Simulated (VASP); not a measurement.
# Ni (P6_3/mmc) in VASP: further runs

Runs on Ni. Level: BLYP. Tasks: relaxation of cell and atoms.

Program: VASP 6.6.1. These are calculated values, not measurements. Logs are shortened: lines on timing, memory, paths and dates and some standing lists are left out, and cuts for length are marked.

## 1. The cell of the first run

Symmetry: P6_3/mmc, No. 194, hexagonal system. Conventional cell: a = 2.492 Å, b = 2.492 Å, c = 8.138 Å, α = 90.00°, β = 90.00°, γ = 120.00°. Within 3.3 Å of Ni (site symmetry -3m) lie 12 Ni at 2.49 Å. Ni (site symmetry -6m2) has 12 Ni at 2.49 Å within 3.3 Å.

This isn't the form of Ni at room conditions, which is fcc.

## 2. Relaxation of cell and atoms, BLYP, collinear spin, ferromagnetic start

File INCAR:

```
  PREC = Accurate
  ENCUT = 600
  EDIFF = 1E-6
  ISMEAR = -1
  SIGMA = 0.05
  LREAL = False
  LASPH = True
  NELM = 150
  ALGO = Normal
  ISIF = 3
  LWAVE = False
  LCHARG = False
  ISPIN = 2
  MAGMOM = 0.8 0.8 0.8 0.8
  LORBIT = 11
  LMAXMIX = 4
  GGA = B5
  ALDAX = 1.0
  AGGAX = 1.0
  AGGAC = 1.0
  ALDAC = 0.0
  IBRION = 2
  NSW = 80
  EDIFFG = -0.01
```

File KPOINTS:

```
Automatic mesh
0
Gamma
  14 14 4
```

File POSCAR:

```
Ni
1.0
    2.4917559660      0.0000000000      0.0000000000
   -1.2458779830      2.1579239666      0.0000000000
    0.0000000000      0.0000000000      8.1380749850
Ni
4
Direct
    0.0000000000      0.0000000000      0.0000000000
    0.0000000000      0.0000000000      0.5000000000
    0.3333333333      0.6666666667      0.2500000000
    0.6666666667      0.3333333333      0.7500000000
```

Potentials or basis: VASP PAW PBE potentials, release 64 (Ni).

Started as:

```sh
$ cat potpaw_PBE.64/Ni/POTCAR > POTCAR
$ mpirun -np 1 vasp_std > vasp.out
```

OUTCAR:

```text
PREC = Accurate
   ENCUT = 600
   EDIFF = 1E-6
   ISMEAR = -1
   LREAL = False
   LASPH = True
   NELM = 150
   ISIF = 3
   ISPIN = 2
   LORBIT = 11
   GGA = B5
   IBRION = 2
   NSW = 80
   EDIFFG = -0.01

 ion  position               nearest neighbor table
   1  0.000  0.000  0.000-   3 2.49   4 2.49   4 2.49   3 2.49   4 2.49   3 2.49
   2  0.000  0.000  0.500-   3 2.49   4 2.49   4 2.49   3 2.49   4 2.49   3 2.49
   3  0.333  0.667  0.250-   1 2.49   2 2.49   1 2.49   2 2.49   1 2.49   2 2.49
   4  0.667  0.333  0.750-   1 2.49   2 2.49   1 2.49   2 2.49   1 2.49   2 2.49

  LATTYP: Found a hexagonal cell.
 ALAT       =     2.4917559660
 C/A-ratio  =     3.2660000000

  Lattice vectors:

 A1 = (   2.4917559660,   0.0000000000,   0.0000000000)
 A2 = (  -1.2458779830,   2.1579239666,   0.0000000000)
 A3 = (   0.0000000000,   0.0000000000,   8.1380749850)

Analysis of symmetry for initial positions (statically):
=====================================================================
 Subroutine PRICEL returns:
 Original cell was already a primitive cell.

 Routine SETGRP: Setting up the symmetry group for a
 hexagonal supercell.

 Subroutine GETGRP returns: Found 24 space group operations
 (whereof 12 operations were pure point group operations)
 out of a pool of 24 trial point group operations.

The static configuration has the point symmetry D_3d.
 The point group associated with its full space group is D_6h.

Analysis of symmetry for dynamics (positions and initial velocities):
=====================================================================
 Subroutine PRICEL returns:
 Original cell was already a primitive cell.

 Routine SETGRP: Setting up the symmetry group for a
 hexagonal supercell.

 Subroutine GETGRP returns: Found 24 space group operations
 (whereof 12 operations were pure point group operations)
 out of a pool of 24 trial point group operations.

The dynamic configuration has the point symmetry D_3d.
 The point group associated with its full space group is D_6h.

Analysis of structural, dynamic, and magnetic symmetry:
=====================================================================
 Subroutine PRICEL returns:
 Original cell was already a primitive cell.

 Routine SETGRP: Setting up the symmetry group for a
 hexagonal supercell.

 Subroutine GETGRP returns: Found 24 space group operations
 (whereof 12 operations were pure point group operations)
 out of a pool of 24 trial point group operations.

The overall configuration has the point symmetry D_3d.
[... 120 lines left out ...]
   EFERMI_NEDOS =   21; number of points for ismear=-14 and -15
   IALGO  =     38    algorithm
   IMIX   =      4    mixing-type and parameters
     AMIX     =   0.40;   BMIX     =  1.00
     AMIX_MAG =   1.60;   BMIX_MAG =  1.00
  volume/ion in A,a.u.               =      10.94        73.82
  Fermi-wavevector in a.u.,A,eV,Ry     =   1.588816  3.002428 34.345698  2.524338
  Thomas-Fermi vector in A             =   2.687762
   LORBIT       =     11    0 simple, 1 ext, 2 COOP (PROOUT), +10 PAW based schemes
   GGA     = B5    functional components
   LHFCALC =     F    Hartree Fock is set to
   AEXX    =    0.0000 exact exchange contribution
   IVDW    =     0    specifies the selected vdW correction
   LEPSILON=     F    determine dielectric tensor
   LRPA    =     F    only Hartree local field effects (RPA)
 conjugate gradient relaxation of ions
 spin polarized calculation
  energy-cutoff  :      600.00
  volume of cell :       43.76
 maximum number of plane-waves:      1495
 NGX is ok and might be reduce to    20
   NGX =  9   NGY =  9   NGZ = 33

--------------------------------------- Ionic step        1  -------------------------------------------

 number of electron      39.9999992 magnetization       2.3047481

 Free energy of the ion-electron system (eV)
  ---------------------------------------------------
  ext. energy  EPLUGINS =         0.00000000
  ---------------------------------------------------
  free energy    TOTEN  =       -18.35346151 eV

  energy without entropy =      -18.28948337  energy(sigma->0) =      -18.32147244

------------------------ aborting loop because EDIFF is reached ----------------------------------------

  FORCE on cell =-STRESS in cart. coord.  units (eV):
  Direction    XX          YY          ZZ          XY          YZ          ZX
  --------------------------------------------------------------------------------------
  -------------------------------------------------------------------------------------
  Total        2.2489235      2.2489235      2.5299222     -0.0000000     -0.0000000      0.0000000
  in kB       82.3420980     82.3420980     92.6305887     -0.0000000     -0.0000000      0.0000000
  external PRESSURE =      85.7715949 kB  Pullay stress =       0.0000000 kB
[... 177 lines left out ...]
--------------------------------------- Ionic step        6  -------------------------------------------

 number of electron      39.9999998 magnetization       2.3933257

 Free energy of the ion-electron system (eV)
  ---------------------------------------------------
  ext. energy  EPLUGINS =         0.00000000
  ---------------------------------------------------
  free energy    TOTEN  =       -18.40711441 eV

  energy without entropy =      -18.33923937  energy(sigma->0) =      -18.37317689

 E-fermi :   9.1177     XC(G=0): -12.3682

 val. band max:        9.1175843197   @ k =   0.2857   0.1429   0.0000
 cond. band min:       9.1201618136   @ k =   0.3571   0.0714   0.0000
 fundamental gap:      0.0025774939
 Fermi energy:         9.1176895241

 spin component 1

 k-point     1 :       0.0000    0.0000    0.0000
  band No.  band energies     occupation
      1       0.6074      1.00000
      2       2.7468      1.00000
      3       2.7500      1.00000
      4       4.6033      1.00000
      5       6.5435      1.00000
      6       6.6108      1.00000
[... 685 lines left out ...]
     25      15.1995      0.00000
     26      15.8232      0.00000

 [... further k-points ...]

 spin component 2

 k-point     1 :       0.0000    0.0000    0.0000
  band No.  band energies     occupation
      1       0.5961      1.00000
      2       2.7634      1.00000
      3       2.7658      1.00000
      4       5.0112      1.00000
      5       7.1822      1.00000
      6       7.1824      1.00000
[... 718 lines left out ...]
  FREE ENERGIE OF THE ION-ELECTRON SYSTEM (eV)
  ---------------------------------------------------
  free  energy   TOTEN  =       -18.4071144056 eV

  energy  without entropy=      -18.3392393693  energy(sigma->0) =      -18.37317689

 reached required accuracy - stopping structural energy minimisation

 total charge

# of ion       s       p       d       tot
------------------------------------------
    1        0.479   0.439   8.352   9.270
    2        0.479   0.439   8.352   9.270
    3        0.479   0.441   8.350   9.270
    4        0.479   0.441   8.350   9.270
--------------------------------------------------
tot          1.916   1.761  33.403  37.080

 magnetization (x)

# of ion       s       p       d       tot
------------------------------------------
    1       -0.006  -0.022   0.633   0.605
    2       -0.006  -0.022   0.633   0.605
    3       -0.006  -0.022   0.646   0.617
    4       -0.006  -0.022   0.646   0.617
--------------------------------------------------
tot         -0.025  -0.089   2.557   2.444
```

CONTCAR:

```text
Ni
   1.00000000000000
     2.5263900879658880   -0.0000000000000000    0.0000000000000000
    -1.2631950439829440    2.1879179960607509   -0.0000000000000000
    -0.0000000000000000    0.0000000000000000    8.2865490159758028
  Ni
     4
Direct
     0.0000000000000000    0.0000000000000000    0.0000000000000000
     0.0000000000000000    0.0000000000000000    0.5000000000000000
     0.3333333332999970    0.6666666667000030    0.2500000000000000
     0.6666666667000030    0.3333333332999970    0.7500000000000000

  0.00000000E+00  0.00000000E+00  0.00000000E+00
  0.00000000E+00  0.00000000E+00  0.00000000E+00
  0.00000000E+00  0.00000000E+00  0.00000000E+00
  0.00000000E+00  0.00000000E+00  0.00000000E+00
```

Wall time 18 min (1 thread of Oxide Virtual Turin-like, shared host); peak memory 0.25 GiB.

What came out:

* Free energy: -18.4071 eV
* Relaxed volume: 11.45 Å³/atom
* Relaxed cell: a = 2.526 Å, b = 2.526 Å, c = 8.287 Å, α = 90.00°, β = 90.00°, γ = 120.00°
* Space group after relaxing (to 0.1 Å): P6_3/mmc (No. 194)
* Energy gained by relaxing: 13.4 meV/atom
* Ionic steps: 6
* Pressure after relaxing: 0.1 GPa
* Net moment: 2.39 μB per cell
* Site moments: Ni +0.60, +0.62 (each value once) μB
* Valence electrons inside the program's atomic spheres: Ni 9.27

Step by step:
| step | energy change (eV) | largest force (eV/Å) | pressure (GPa) | volume (Å³) |
| --- | --- | --- | --- | --- |
| 1 | 0.0000 | 0.0000 | 8.58 | 43.76 |
| 2 | -0.0226 | 0.0000 | -5.45 | 47.57 |
| 3 | -0.0536 | 0.0000 | -0.07 | 45.85 |
| 4 | -0.0536 | 0.0000 | 0.12 | 45.81 |
| 5 | -0.0536 | 0.0000 | 0.09 | 45.81 |
| 6 | -0.0537 | 0.0000 | 0.09 | 45.80 |

Final structure:
```
Ni
1.0
     2.52639    0.00000    0.00000
    -1.26320    2.18792    0.00000
     0.00000    0.00000    8.28655
Ni
4
Cartesian
  0.0000 0.0000 0.0000
  0.0000 0.0000 4.1433
  0.0000 1.4586 2.0716
  1.2632 0.7293 6.2149
```

Caveat: the PAW data sets were made with another functional, which shifts forces and pressure a little.

## 3. Relaxation of cell and atoms, BLYP, collinear spin, antiferromagnetic start

File INCAR:

```
SYSTEM = Ni
AGGAC = 1.0
AGGAX = 1.0
ALDAC = 0.0
ALDAX = 1.0
ALGO = Normal
EDIFF = 1E-6
EDIFFG = -0.01
ENCUT = 600
GGA = B5
IBRION = 2
ISIF = 3
ISMEAR = -1
ISPIN = 2
LASPH = .True.
LCHARG = .False.
LMAXMIX = 4
LORBIT = 11
LREAL = .False.
LWAVE = .False.
MAGMOM = 0.8 0.8 -0.8 -0.8
NELM = 150
NSW = 80
PREC = Accurate
SIGMA = 0.05
```

File KPOINTS:

```
k-points
0
Gamma
  14 14 4
  0 0 0
```

POSCAR is that of step 2.

Potentials or basis: VASP PAW PBE potentials, release 64 (Ni).

Started as:

```sh
$ cat potpaw_PBE.64/Ni/POTCAR > POTCAR
$ mpirun -np 1 vasp_std > vasp.out
```

Run time: 41 min. Hardware: 1 thread of Oxide Virtual Turin-like, shared host; peak memory 0.25 GiB.

It converged, with:

```
Free energy                                           : -18.2315 eV
Relaxed volume                                        : 11.43 Å³/atom
Relaxed cell                                          : a = 2.522 Å, b = 2.522 Å, c = 8.296 Å, α = 90.00°, β = 90.00°, γ = 120.00°
Space group after relaxing (to 0.1 Å)                 : P6_3/mmc (No. 194)
Energy gained by relaxing                             : 11.6 meV/atom
Ionic steps                                           : 9
Pressure after relaxing                               : 0.0 GPa
Net moment                                            : 0.04 μB per cell
Site moments                                          : Ni +0.23, -0.22 (each value once) μB
Valence electrons inside the program's atomic spheres : Ni 9.28
```

Stress tensor (GPa, compression positive):
```
 0.01  0.00  0.00
 0.00  0.01  0.00
 0.00  0.00 -0.12
```

The path:
```tsv
step	energy change (eV)	largest force (eV/Å)	pressure (GPa)	volume (Å³)
1	0.0000	0.0000	7.97	43.76
2	-0.0189	0.0000	-5.37	47.30
3	-0.0462	0.0000	0.19	45.70
4	-0.0461	0.0000	-0.03	45.76
5	-0.0464	0.0000	-0.28	45.76
6	-0.0465	0.0000	-0.24	45.76
7	-0.0465	0.0000	-0.23	45.76
8	-0.0465	0.0000	0.11	45.64
9	-0.0465	0.0000	-0.03	45.70
```

Final structure:
```cif
data_structure
_symmetry_space_group_name_H-M 'P 1'
_symmetry_Int_Tables_number 1
_cell_length_a 2.5221
_cell_length_b 2.5221
_cell_length_c 8.2962
_cell_angle_alpha 90.000
_cell_angle_beta 90.000
_cell_angle_gamma 120.000
_cell_volume 45.70
loop_
_atom_site_label
_atom_site_type_symbol
_atom_site_fract_x
_atom_site_fract_y
_atom_site_fract_z
_atom_site_occupancy
Ni1 Ni 0.00000 0.00000 0.00000 1
Ni2 Ni 0.00000 0.00000 0.50000 1
Ni3 Ni 0.33333 0.66667 0.25000 1
Ni4 Ni 0.66667 0.33333 0.75000 1
```

Levels at points of the mesh, in eV from the Fermi level:
Spin up:
```csv
k point,band 16,band 17,band 18,band 19,band 20,band 21,band 22,band 23,band 24
"(0.00, 0.00, 0.00)",-0.95,-0.95,-0.56,-0.56,-0.46,-0.46,-0.07,-0.07,0.12
"(0.50, 0.00, 0.00)",-0.10,0.04,0.17,0.18,0.19,0.72,1.70,2.56,3.21
"(0.00, 0.00, 0.50)",-1.37,-0.77,-0.77,-0.77,-0.77,-0.22,-0.22,-0.22,-0.22
"(0.50, 0.00, 0.50)",-0.31,-0.13,-0.13,0.19,0.19,1.56,1.56,2.93,2.93
```
Spin down:
| k point | band 17 | band 18 | band 19 | band 20 | band 21 | band 22 | band 23 | band 24 |
| --- | --- | --- | --- | --- | --- | --- | --- | --- |
| (0.00, 0.00, 0.00) | -0.86 | -0.69 | -0.69 | -0.37 | -0.37 | -0.08 | -0.08 | 0.12 |
| (0.50, 0.00, 0.00) | 0.04 | 0.10 | 0.20 | 0.21 | 0.67 | 1.69 | 2.70 | 3.09 |
| (0.00, 0.00, 0.50) | -0.77 | -0.77 | -0.77 | -0.77 | -0.22 | -0.22 | -0.22 | -0.22 |
| (0.50, 0.00, 0.50) | -0.11 | -0.11 | 0.20 | 0.20 | 1.61 | 1.61 | 2.90 | 2.90 |

Caveat: the highest band is partly filled, so the run has too few bands; the PAW data sets were made with another functional, which shifts forces and pressure a little.
